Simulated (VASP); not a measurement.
Set up this calculation in VASP 6.6.1, as the native input.

| Quantity | Value |
| --- | --- |
| Task | single point |
| Functional | PBEsol-based screened hybrid with 25 % exact exchange |
| Potentials or basis | VASP PAW PBE potentials, release 64 (Co, O) |
| Cutoff | 520 eV |
| k mesh | 6 × 6 × 5 |
| Occupations | fermi-dirac, width 0.05 eV |
| Spin | collinear spin, ferromagnetic start |
| Starting moments | [2.0, 0.0] μB |
| Dipole correction | no |
| Grid for exact exchange (PRECFOCK) | Normal |
| Share of exact exchange | 0.25 |
| Further INCAR settings | ALGO = Normal; EDIFF = 1e-07; NBANDS = 18 |
| Screening parameter | 0.207 1/Å |

Crystal: CoO.

```
Co O
1.0
     2.78128    0.00000    0.00000
    -1.39064    2.40866    0.00000
     0.00000    0.00000    2.68679
Co O
1 1
Direct
  0.00000 0.00000 0.50000
  0.66667 0.33333 0.00000
```

These files were run (other wordings do the same):

POSCAR

```
CoO
1.0
    2.7812812272      0.0000028386      0.0000000000
   -1.3906430719      2.4086587785      0.0000000000
    0.0000000000      0.0000000000      2.6867939872
Co O
1 1
Direct
    0.0000000000      0.0000000000      0.5000000000
    0.6666666667      0.3333333333      0.0000000000
```

INCAR.step1

```
PREC = Accurate ; ENCUT = 520
EDIFF = 1E-5 ; ISMEAR = -1
SIGMA = 0.05 ; LREAL = F
LASPH = T ; NELM = 150
ALGO = Normal ; ISIF = 2
LWAVE = T ; LCHARG = F
ISPIN = 2 ; MAGMOM = 2 0
LORBIT = 11 ; LMAXMIX = 4
NBANDS = 18 ; GGA = PE
```

INCAR.step2

```
PREC = Accurate ; ENCUT = 520
EDIFF = 1E-7 ; ISMEAR = -1
SIGMA = 0.05 ; LREAL = F
LASPH = T ; NELM = 150
ALGO = Normal ; ISIF = 2
LWAVE = F ; LCHARG = F
ISPIN = 2 ; MAGMOM = 2 0
LORBIT = 11 ; LMAXMIX = 4
GGA = PS ; LHFCALC = T
AEXX = 0.25 ; HFSCREEN = 0.207
PRECFOCK = Normal ; NBANDS = 18
ISTART = 1
```

KPOINTS

```
regular mesh
0
Gamma
  6 6 5
```

Potentials or basis: VASP PAW PBE potentials, release 64 (Co, O).

Run with:

```bash
$ cat potpaw_PBE.64/Co/POTCAR potpaw_PBE.64/O/POTCAR > POTCAR
$ cp INCAR.step1 INCAR
$ mpirun -np 1 vasp_std > vasp.out
$ cp INCAR.step2 INCAR
$ mpirun -np 1 vasp_std > vasp.out
```

It gave:

```
Pressure                                              : 0.1 GPa
Band gap on the k mesh                                : zero (filled and empty bands overlap)
Net moment                                            : 3.00 μB per cell
Site moments                                          : Co +2.67; O +0.31 μB
Valence electrons inside the program's atomic spheres : Co 7.88; O 5.04
```

Caveat: the k points lie up to 0.47 Å⁻¹ apart, too coarse for converged energies and pressures of a metal; the PAW data sets were made with another functional, which shifts forces and pressure a little; a cell with one magnetic atom can't hold antiferromagnetic order, which such compounds often take.

Wall time 73 min on 1 thread of Oxide Virtual Turin-like Processor, on a shared host, peak memory 0.22 GiB.
